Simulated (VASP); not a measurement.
# HfO2 (Pbca) in VASP: electric field gradients with PBE

Aim: the electric field gradients of HfO2 with PBE.

All numbers are computed with VASP 6.6.1; they aren't measurements. Logs are shortened: lines on timing, memory, paths and dates and some standing lists are left out, and cuts for length are marked.

## (1) The cell of the first run

It takes space group Pbca (No. 61, orthorhombic). Conventional cell: a = 5.038 Å, b = 9.972 Å, c = 5.202 Å, α = 90.00°, β = 90.00°, γ = 90.00°. Hf (site symmetry 1) has 7 O at 2.03 to 2.20 Å within 2.7 Å. O (site symmetry 1) has 4 Hf at 2.13 to 2.20 Å and 7 O at 2.51 to 2.83 Å within 2.9 Å. Within 3.1 Å of O (site symmetry 1) lie 3 Hf at 2.03 to 2.15 Å and 10 O at 2.51 to 3.06 Å.

## (2) Electric field gradients, PBE

Input file INCAR:

```
  PREC = Accurate
  ENCUT = 520
  EDIFF = 1E-8
  ISMEAR = -1
  SIGMA = 0.02
  LREAL = Auto
  LASPH = True
  NELM = 100
  ALGO = Normal
  ISIF = 2
  LWAVE = False
  LCHARG = False
  GGA = PE
  LEFG = True
  NBANDS = 106
```

Input file KPOINTS:

```
regular mesh
0
Gamma
  5 3 5
```

Input file POSCAR:

```
HfO2
1.0
    5.0377526400      0.0000000000      0.0000000000
    0.0000000000      9.9721699400      0.0000000000
    0.0000000000      0.0000000000      5.2023777500
Hf O
8 16
Direct
    0.7544138400      0.1154232300      0.4649041000
    0.2544138400      0.3845767700      0.5350959000
    0.7455861600      0.8845767700      0.9649041000
    0.2455861600      0.6154232300      0.0350959000
    0.2455861600      0.8845767700      0.5350959000
    0.7455861600      0.6154232300      0.4649041000
    0.2544138400      0.1154232300      0.0350959000
    0.7544138400      0.3845767700      0.9649041000
    0.9975559000      0.4771445700      0.2613318100
    0.4975559000      0.0228554300      0.7386681900
    0.5024441000      0.5228554300      0.7613318100
    0.0024441000      0.9771445700      0.2386681900
    0.0024441000      0.5228554300      0.7386681900
    0.5024441000      0.9771445700      0.2613318100
    0.4975559000      0.4771445700      0.2386681900
    0.9975559000      0.0228554300      0.7613318100
    0.6257994100      0.2894614800      0.6264902300
    0.1257994100      0.2105385200      0.3735097700
    0.8742005900      0.7105385200      0.1264902300
    0.3742005900      0.7894614800      0.8735097700
    0.3742005900      0.7105385200      0.3735097700
    0.8742005900      0.7894614800      0.6264902300
    0.1257994100      0.2894614800      0.8735097700
    0.6257994100      0.2105385200      0.1264902300
```

Potentials or basis: VASP PAW PBE potentials, release 64 (Hf_pv, O).

Started as:

```
$ cat potpaw_PBE.64/Hf_pv/POTCAR potpaw_PBE.64/O/POTCAR > POTCAR
$ mpirun -np 1 vasp_std > vasp.out
```

OUTCAR:

```text
PREC = Accurate
   ENCUT = 520
   EDIFF = 1E-8
   ISMEAR = -1
   LREAL = Auto
   LASPH = True
   NELM = 100
   ISIF = 2
   GGA = PE

 ion  position               nearest neighbor table
   1  0.754  0.115  0.465-  17 2.03  24 2.10  10 2.13  18 2.15  14 2.15  16 2.18  12 2.20   7 3.37
                             7 3.37   5 3.40   5 3.46   3 3.47   3 3.47   2 3.70   2 3.70   8 3.74
   2  0.254  0.385  0.535-  18 2.03  23 2.10   9 2.13  17 2.15  13 2.15  15 2.18  11 2.20   8 3.37
                             8 3.37   6 3.40   6 3.46   4 3.47   4 3.47   1 3.70   1 3.70   7 3.74
   3  0.746  0.885  0.965-  19 2.03  22 2.10  12 2.13  20 2.15  16 2.15  14 2.18  10 2.20   5 3.37
                             5 3.37   7 3.40   7 3.46   1 3.47   1 3.47   4 3.70   4 3.70   6 3.74
   4  0.246  0.615  0.035-  20 2.03  21 2.10  11 2.13  19 2.15  15 2.15  13 2.18   9 2.20   6 3.37
                             6 3.37   8 3.40   8 3.46   2 3.47   2 3.47   3 3.70   3 3.70   5 3.74
   5  0.246  0.885  0.535-  21 2.03  20 2.10  14 2.13  22 2.15  10 2.15  12 2.18  16 2.20   3 3.37
                             3 3.37   1 3.40   1 3.46   7 3.47   7 3.47   6 3.70   6 3.70   4 3.74
   6  0.746  0.615  0.465-  22 2.03  19 2.10  13 2.13  21 2.15   9 2.15  11 2.18  15 2.20   4 3.37
                             4 3.37   2 3.40   2 3.46   8 3.47   8 3.47   5 3.70   5 3.70   3 3.74
   7  0.254  0.115  0.035-  23 2.03  18 2.10  16 2.13  24 2.15  12 2.15  10 2.18  14 2.20   1 3.37
                             1 3.37   3 3.40   3 3.46   5 3.47   5 3.47   8 3.70   8 3.70   2 3.74
   8  0.754  0.385  0.965-  24 2.03  17 2.10  15 2.13  23 2.15  11 2.15   9 2.18  13 2.20   2 3.37
                             2 3.37   4 3.40   4 3.46   6 3.47   6 3.47   7 3.70   7 3.70   1 3.74
   9  0.998  0.477  0.261-   2 2.13   6 2.15   8 2.18   4 2.20
  10  0.498  0.023  0.739-   1 2.13   5 2.15   7 2.18   3 2.20
  11  0.502  0.523  0.761-   4 2.13   8 2.15   6 2.18   2 2.20
  12  0.002  0.977  0.239-   3 2.13   7 2.15   5 2.18   1 2.20
  13  0.002  0.523  0.739-   6 2.13   2 2.15   4 2.18   8 2.20
  14  0.502  0.977  0.261-   5 2.13   1 2.15   3 2.18   7 2.20
  15  0.498  0.477  0.239-   8 2.13   4 2.15   2 2.18   6 2.20
  16  0.998  0.023  0.761-   7 2.13   3 2.15   1 2.18   5 2.20
  17  0.626  0.289  0.626-   1 2.03   8 2.10   2 2.15
  18  0.126  0.211  0.374-   2 2.03   7 2.10   1 2.15
  19  0.874  0.711  0.126-   3 2.03   6 2.10   4 2.15
  20  0.374  0.789  0.874-   4 2.03   5 2.10   3 2.15
  21  0.374  0.711  0.374-   5 2.03   4 2.10   6 2.15
  22  0.874  0.789  0.626-   6 2.03   3 2.10   5 2.15
  23  0.126  0.289  0.874-   7 2.03   2 2.10   8 2.15
  24  0.626  0.211  0.126-   8 2.03   1 2.10   7 2.15

  LATTYP: Found a simple orthorhombic cell.
 ALAT       =     5.0377526400
 B/A-ratio  =     1.0326782837
 C/A-ratio  =     1.9794878099

  Lattice vectors:

 A1 = (  -5.0377526400,   0.0000000000,   0.0000000000)
[... 2085 lines left out ...]
  in kB       62.3499334     63.8377406     64.7885142      0.0000000      0.0000000      0.0000000
  external PRESSURE =      63.6587294 kB  Pullay stress =       0.0000000 kB

 VOLUME and BASIS-vectors are now :
 -----------------------------------------------------------------------------
  energy-cutoff  :      520.00
  volume of cell :      261.35
      direct lattice vectors                 reciprocal lattice vectors
     5.037752640  0.000000000  0.000000000     0.198501211  0.000000000  0.000000000
     0.000000000  9.972169940  0.000000000     0.000000000  0.100279077  0.000000000
     0.000000000  0.000000000  5.202377750     0.000000000  0.000000000  0.192219798

 POSITION                                       TOTAL-FORCE (eV/Angst)
 -----------------------------------------------------------------------------------
      3.80055      1.15102      2.41861         0.009358     -0.005779     -0.007879
      1.28167      3.83506      2.78377         0.009358      0.005779      0.007879
      3.75608      8.82115      5.01980        -0.009358      0.005779     -0.007879
      1.23720      6.13711      0.18258        -0.009358     -0.005779      0.007879
      1.23720      8.82115      2.78377        -0.009358      0.005779      0.007879
      3.75608      6.13711      2.41861        -0.009358     -0.005779     -0.007879
[... 16 lines left out ...]
      0.63375      2.88656      4.54433         0.013299      0.045674      0.021795
      3.15262      2.09953      0.65805         0.013299     -0.045674     -0.021795
 -----------------------------------------------------------------------------------
    total drift:                               -0.000000      0.000000     -0.000000

  FREE ENERGIE OF THE ION-ELECTRON SYSTEM (eV)
  ---------------------------------------------------
  free  energy   TOTEN  =      -243.4314196568 eV

  energy  without entropy=     -243.4314196568  energy(sigma->0) =     -243.43141966

 Electric field gradients (V/A^2)
---------------------------------------------------------------------
 ion       V_xx      V_yy      V_zz      V_xy      V_xz      V_yz
---------------------------------------------------------------------
   1      73.985   -40.772   -33.213     2.737    53.766     9.286
   2      73.985   -40.772   -33.213    -2.737   -53.766     9.286
   3      73.985   -40.772   -33.213     2.737   -53.766    -9.286
   4      73.985   -40.772   -33.213    -2.737    53.766    -9.286
   5      73.985   -40.772   -33.213     2.737    53.766     9.286
   6      73.985   -40.772   -33.213    -2.737   -53.766     9.286
[... 16 lines left out ...]
  23      17.277   -10.325    -6.951    -7.030    -9.312   -13.622
  24      17.277   -10.325    -6.951     7.030     9.312   -13.622
---------------------------------------------------------------------

 Electric field gradients after diagonalization (V/A^2)
 (convention: |V_zz| > |V_xx| > |V_yy|)
----------------------------------------------------------------------
 ion       V_xx      V_yy      V_zz     asymmetry (V_yy - V_xx)/ V_zz
----------------------------------------------------------------------
   1     -58.730   -37.845    96.575       0.216
   2     -58.730   -37.845    96.575       0.216
   3     -58.730   -37.845    96.575       0.216
   4     -58.730   -37.845    96.575       0.216
   5     -58.730   -37.845    96.575       0.216
   6     -58.730   -37.845    96.575       0.216
[... 16 lines left out ...]
  23      20.662     4.777   -25.438       0.624
  24      20.662     4.777   -25.438       0.624
----------------------------------------------------------------------

           NMR quadrupolar parameters

 Cq : quadrupolar parameter    Cq=e*Q*V_zz/h
 eta: asymmetry parameters     (V_yy - V_xx)/ V_zz
 Q  : nuclear electric quadrupole moment in mb (millibarn)
----------------------------------------------------------------------
 ion       Cq(MHz)       eta       Q (mb)
----------------------------------------------------------------------
   1       0.234       0.216       1.000
   2       0.234       0.216       1.000
   3       0.234       0.216       1.000
   4       0.234       0.216       1.000
   5       0.234       0.216       1.000
   6       0.234       0.216       1.000
[... 16 lines left out ...]
  23      -0.062       0.624       1.000
  24      -0.062       0.624       1.000
----------------------------------------------------------------------
```

OSZICAR:

```text
N       E                     dE             d eps       ncg     rms          rms(c)
DAV:   1     0.122150454646E+04    0.12215E+04   -0.10081E+05  3816   0.168E+03
DAV:   2    -0.198089765341E+03   -0.14196E+04   -0.13672E+04  4628   0.440E+02
DAV:   3    -0.285166087790E+03   -0.87076E+02   -0.86575E+02  4448   0.986E+01
DAV:   4    -0.286698786092E+03   -0.15327E+01   -0.15277E+01  4464   0.139E+01
[... 10 lines left out ...]
DAV:  15    -0.243431419975E+03   -0.24419E-05   -0.42219E-06  4520   0.734E-03    0.234E-02
DAV:  16    -0.243431419579E+03    0.39585E-06   -0.30516E-07  4624   0.205E-03    0.571E-03
DAV:  17    -0.243431419562E+03    0.17528E-07   -0.15476E-07  4376   0.131E-03    0.243E-03
DAV:  18    -0.243431419653E+03   -0.90817E-07   -0.20315E-08  2504   0.486E-04    0.163E-04
DAV:  19    -0.243431419657E+03   -0.41255E-08   -0.23289E-09  2448   0.167E-04
   1 F= -.24343142E+03 E0= -.24343142E+03  d E =-.373275E-10
```

Run time: 12 min. Hardware: 1 thread of Intel Xeon Platinum 8488C (Sapphire Rapids), shared host; peak memory 0.53 GiB.

Results:

```yaml
Free_energy: -243.4314 eV
Pressure: 6.4 GPa
Largest_force: 0.052 eV/Å
Band_gap_on_the_k_mesh: 4.30 eV (least direct gap 4.49 eV)
Largest_electric_field_gradient_by_atom: Hf +96.6; O -14.4, -25.4 (each value once) V/Å²
```

Forces in eV/Å, atoms in the order of the input:
```
Hf   0.009 -0.006 -0.008
Hf   0.009  0.006  0.008
Hf  -0.009  0.006 -0.008
Hf  -0.009 -0.006  0.008
Hf  -0.009  0.006  0.008
Hf  -0.009 -0.006 -0.008
Hf   0.009 -0.006  0.008
Hf   0.009  0.006 -0.008
O   -0.005 -0.044  0.003
O   -0.005  0.044 -0.003
O    0.005  0.044  0.003
O    0.005 -0.044 -0.003
O    0.005  0.044 -0.003
O    0.005 -0.044  0.003
O   -0.005 -0.044 -0.003
O   -0.005  0.044  0.003
O    0.013  0.046 -0.022
O    0.013 -0.046  0.022
O   -0.013 -0.046 -0.022
O   -0.013  0.046  0.022
O   -0.013 -0.046  0.022
O   -0.013  0.046 -0.022
O    0.013  0.046  0.022
O    0.013 -0.046 -0.022
```

Levels at points of the mesh, in eV from the valence-band top:
```tsv
k point	band 86	band 87	band 88	band 89	band 90	band 91
(0.00, 0.00, 0.00)	-0.12	-0.06	0.00	4.55	4.99	5.06
```

Electric field gradients, principal values (V/Å²):
| atom | least | middle | greatest (by size) |
| --- | --- | --- | --- |
| 1 Hf | -37.845 | -58.730 | 96.575 |
| 2 Hf | -37.845 | -58.730 | 96.575 |
| 3 Hf | -37.845 | -58.730 | 96.575 |
| 4 Hf | -37.845 | -58.730 | 96.575 |
| 5 Hf | -37.845 | -58.730 | 96.575 |
| 6 Hf | -37.845 | -58.730 | 96.575 |
| 7 Hf | -37.845 | -58.730 | 96.575 |
| 8 Hf | -37.845 | -58.730 | 96.575 |
| 9 O | 1.453 | 12.989 | -14.443 |
| 10 O | 1.453 | 12.989 | -14.443 |
| 11 O | 1.453 | 12.989 | -14.443 |
| 12 O | 1.453 | 12.989 | -14.443 |
| 13 O | 1.453 | 12.989 | -14.443 |
| 14 O | 1.453 | 12.989 | -14.443 |
| 15 O | 1.453 | 12.989 | -14.443 |
| 16 O | 1.453 | 12.989 | -14.443 |
| 17 O | 4.777 | 20.662 | -25.438 |
| 18 O | 4.777 | 20.662 | -25.438 |
| 19 O | 4.777 | 20.662 | -25.438 |
| 20 O | 4.777 | 20.662 | -25.438 |
| 21 O | 4.777 | 20.662 | -25.438 |
| 22 O | 4.777 | 20.662 | -25.438 |
| 23 O | 4.777 | 20.662 | -25.438 |
| 24 O | 4.777 | 20.662 | -25.438 |

Caveat: the cell stands under pressure; without QUAD_EFG the Cq values of the log hold for a quadrupole moment of 1 mb, not for the nuclei; spin-orbit coupling is left out, which moves the levels of the heavy elements; an odd mesh through Γ misses points on the zone boundary, where band edges can lie.
